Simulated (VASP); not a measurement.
A run of VASP 6.6.1:

Contents of INCAR:

```
PREC = Accurate
ENCUT = 520
EDIFF = 1E-6
ISMEAR = -1
SIGMA = 0.05
LREAL = False
LASPH = True
NELM = 100
ALGO = Normal
ISIF = 2
LWAVE = False
LCHARG = False
GGA = PE
NBANDS = 28
```

File KPOINTS:

```
regular mesh
0
Gamma
  3 3 3
```

File POSCAR:

```
BaTiO3
1.0
    3.9998000000      0.0000000000      0.0000000000
    0.0000000000      3.9998000000      0.0000000000
    0.0000000000      0.0000000000      4.0180000000
Ba Ti O
1 1 3
Direct
    0.0000000000      0.0000000000      0.0000000000
    0.5000000000      0.5000000000      0.4900000000
    0.0000000000      0.5000000000      0.5170000000
    0.5000000000      0.0000000000      0.5170000000
    0.5000000000      0.5000000000      0.0190000000
```

Potentials or basis: VASP PAW PBE potentials, release 64 (Ba_sv, Ti_sv, O).

Run with:

```sh
$ cat potpaw_PBE.64/Ba_sv/POTCAR potpaw_PBE.64/Ti_sv/POTCAR potpaw_PBE.64/O/POTCAR > POTCAR
$ mpirun -np 1 vasp_std > vasp.out
```

Hardware: 1 thread of Intel(R) Xeon(R) Platinum 8488C (Sapphire Rapids), on a shared host.

Estimate the wall time of this run.

Run time: 11 s on 1 thread of Intel(R) Xeon(R) Platinum 8488C (Sapphire Rapids), with other jobs on the host, peak memory 0.17 GiB. Counts: scf iterations 16, k points 6.
